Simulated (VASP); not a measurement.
System: WSe2, a slab with vacuum.

```
Se W
1.0
     3.27115    0.00000    0.00000
    -1.63558    2.83290    0.00000
     0.00000    0.00000   44.78918
Se W
10 5
Direct
  0.33333 0.66667 0.16745
  0.33333 0.66667 0.24220
  0.66667 0.33333 0.31504
  0.66667 0.33333 0.38979
  0.33333 0.66667 0.46263
  0.33333 0.66667 0.53737
  0.66667 0.33333 0.61021
  0.66667 0.33333 0.68496
  0.33333 0.66667 0.75780
  0.33333 0.66667 0.83255
  0.66667 0.33333 0.20482
  0.33333 0.66667 0.35241
  0.66667 0.33333 0.50000
  0.33333 0.66667 0.64759
  0.66667 0.33333 0.79518
```

Base run:

- Program: VASP 6.6.1
- Functional: PBEsol
- Potentials or basis: VASP PAW PBE potentials, release 64 (Se, W_sv)
- Cutoff: 520 eV
- k mesh: 9 × 9 × 1
- Occupations: gaussian, width 0.05 eV
- Spin: no spin polarisation

Its results: band gap on the k mesh 1.22 eV (least direct gap 1.61 eV); largest force 0.091 eV/Å.

Q: The run is repeated on the same cell with these changes: k mesh from 9 × 9 × 1 to 4 × 4 × 1; further incar settings from LREAL = Auto; ALGO = Normal; EDIFF = 1e-07; NBANDS = 78 to LREAL = Auto; ALGO = Normal; EDIFF = 1e-06; NBANDS = 78. What comes out?

A: Band gap on the k mesh 1.46 eV (least direct gap 2.23 eV); largest force 0.038 eV/Å.

Caveats: some runs use coarse meshes; the PAW data sets were made with another functional, which shifts forces and pressure a little; spin-orbit coupling is left out, which moves the levels of the heavy elements.

A k mesh can miss the band edges.
